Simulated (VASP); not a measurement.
A run of VASP 6.6.1 is set up as follows.

The input POSCAR:

```
Ta
1.0
   -1.6175709496      1.6175709496      1.6175709496
    1.6175709496     -1.6175709496      1.6175709496
    1.6175709496      1.6175709496     -1.6175709496
Ta
1
Direct
    0.0000000000      0.0000000000      0.0000000000
```

Contents of INCAR.step1:

```
SYSTEM = Ta
PREC = Accurate
ENCUT = 520
EDIFF = 1E-5
ISMEAR = -1
SIGMA = 0.05
LREAL = .False.
LASPH = .True.
NELM = 100
ALGO = Normal
ISIF = 2
LWAVE = .True.
LCHARG = .False.
NBANDS = 12
GGA = PE
```

File INCAR.step2:

```
SYSTEM = Ta
PREC = Accurate
ENCUT = 520
EDIFF = 1E-7
ISMEAR = -1
SIGMA = 0.05
LREAL = .False.
LASPH = .True.
NELM = 100
ALGO = Normal
ISIF = 2
LWAVE = .False.
LCHARG = .False.
GGA = PE
LHFCALC = .True.
AEXX = 0.25
PRECFOCK = Normal
NBANDS = 12
ISTART = 1
```

KPOINTS

```
regular mesh
0
Gamma
  6 6 6
  0 0 0
```

Potentials or basis: VASP PAW PBE potentials, release 64 (Ta_pv).

Command:

```console
$ cat potpaw_PBE.64/Ta_pv/POTCAR > POTCAR
$ cp INCAR.step1 INCAR
$ mpirun -np 1 vasp_std > vasp.out
$ cp INCAR.step2 INCAR
$ mpirun -np 1 vasp_std > vasp.out
```

Problem. Predict the pressure.

Solution. 18.0 GPa.

Caveat: the k points lie up to 0.46 Å⁻¹ apart; the PAW data sets were made with another functional, which shifts forces and pressure a little.
